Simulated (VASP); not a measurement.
# CaO: single point with LDA

The system is CaO.

```
CELL_PARAMETERS angstrom
0.00000 2.52247 2.52247
2.52247 0.00000 2.52247
2.52247 2.52247 0.00000
ATOMIC_POSITIONS crystal
Ca 0.00000 0.00000 0.00000
O 0.50000 0.50000 0.50000
```

This cell differs from its parent crystal: strain +0.030 along x and y, +0.030 along z.

```yaml
Program: VASP 6.6.1
Task: single point
Functional: LDA
Potentials_or_basis: VASP PAW LDA potentials, release 64 (Ca_sv, O)
Cutoff: 520 eV
k_mesh: 8 × 8 × 8
Occupations: gaussian, width 0.05 eV
Spin: no spin polarisation
Dipole_correction: no
Further_INCAR_settings: ALGO = Normal; EDIFF = 1e-07; NBANDS = 15
```

```
Pressure               : -16.6 GPa
Band gap on the k mesh : 3.48 eV, indirect (least direct gap 3.49 eV)
```

Levels at points of the mesh, in eV from the valence-band top:
```csv
k point,band 5,band 6,band 7,band 8,band 9,band 10,band 11,band 12
"(0.00, 0.00, 0.00)",-14.94,0.00,0.00,0.00,3.49,5.74,5.74,5.74
"(0.50, 0.00, 0.00)",-14.18,-2.38,-0.97,-0.97,6.30,7.27,7.53,7.53
"(0.50, 0.50, 0.00)",-14.70,-1.33,-0.39,-0.39,3.48,6.98,8.05,8.58
```

Wall time 8.4 s on 1 thread of Intel(R) Xeon(R) Platinum 8559C (Emerald Rapids) (shared host), peak memory 0.15 GiB.

Caveat: the cell differs from its parent crystal (strain +0.030 along x and y, +0.030 along z). A k mesh can miss the band edges.
